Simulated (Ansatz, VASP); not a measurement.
## F in VASP and in Ansatz

Contents of INCAR:

```
PREC     = Accurate       # precision mode
ENCUT    = 520            # plane-wave cutoff, eV
EDIFF    = 1E-6           # SCF threshold, eV
ISMEAR   = 0              # smearing method
SIGMA    = 0.05           # smearing width, eV
LREAL    = False          # projectors in reciprocal space
LASPH    = True           # aspherical terms in the spheres
NELM     = 100            # most SCF steps
ALGO     = Normal         # electronic algorithm
ISIF     = 2              # what is computed and relaxed
LWAVE    = False          # write WAVECAR
LCHARG   = False          # write CHGCAR
GGA      = PS             # functional
NBANDS   = 22             # bands
```

Contents of KPOINTS:

```
Automatic mesh
0
Gamma
  4 4 2
```

Contents of POSCAR:

```
F
1.0
    2.8724755838     -1.7602198161     -0.2215500974
    2.8724755838      1.7602198161     -0.2215500974
   -2.1271641243      0.0000000000      7.0356445783
F
4
Direct
    0.0848459664      0.0848459664      0.0940038325
    0.9151540336      0.9151540336      0.9059961675
    0.5015719855      0.5015719855      0.5937195244
    0.4984280145      0.4984280145      0.4062804756
```

Input for Ansatz:

```yaml
crystal:
  lattice:
    - [2.8724755838, -1.7602198161, -0.2215500974]
    - [2.8724755838, 1.7602198161, -0.2215500974]
    - [-2.1271641243, 0.0, 7.0356445783]
  atoms:
    - { symbol: F, position: [0.0848459664, 0.0848459664, 0.0940038325] }
    - { symbol: F, position: [0.9151540336, 0.9151540336, 0.9059961675] }
    - { symbol: F, position: [0.5015719855, 0.5015719855, 0.5937195244] }
    - { symbol: F, position: [0.4984280145, 0.4984280145, 0.4062804756] }
basis:
  ecutwfc: 520.0
kpoints:
  mp_grid: { grid: [4, 4, 2] }
hamiltonian:
  xc: pbesol
scf:
  occupations: { method: gaussian, width: 0.05 }
output:
  forces: true
  stress: true
  eigenvalues: true
```

Change from the starting cell: volume 17.372 Å^3 an atom, stretch along a over the lengths across it, relative to the relaxed cell 0.9379.

Alike in both runs: task single point; functional PBEsol; k mesh 4 × 4 × 2; occupations gaussian, width 0.05 eV; no spin polarisation.

```csv
,VASP,Ansatz
version,VASP 6.6.1,Ansatz 0.2.0
potentials or method,"VASP PAW PBE potentials, release 64 (F), cutoff 520 eV","scalar-relativistic, plane waves, PAW"
valence electrons in the cell,28,28
```

```csv
,VASP,Ansatz,Ansatz less VASP
gap on the k mesh at the Fermi level (eV),3.27,3.36,+0.087
least direct gap on the mesh (eV),3.36,3.45,+0.087
pressure (GPa),3.2,2.7,-0.50
"traceless stress, the component that is largest in VASP (GPa)",5.79,4.04,-1.750
rms of the force components (eV/Å),0.955,0.667,-0.2881
```

VASP's potentials were made for PBE, not for PBEsol. Atom by atom the forces differ by 0.288 eV/Å (rms over components). With one functional, cell and mesh, what is left measures potentials, basis and numerics.

The k mesh is coarse, so the values compare programs but aren't converged.
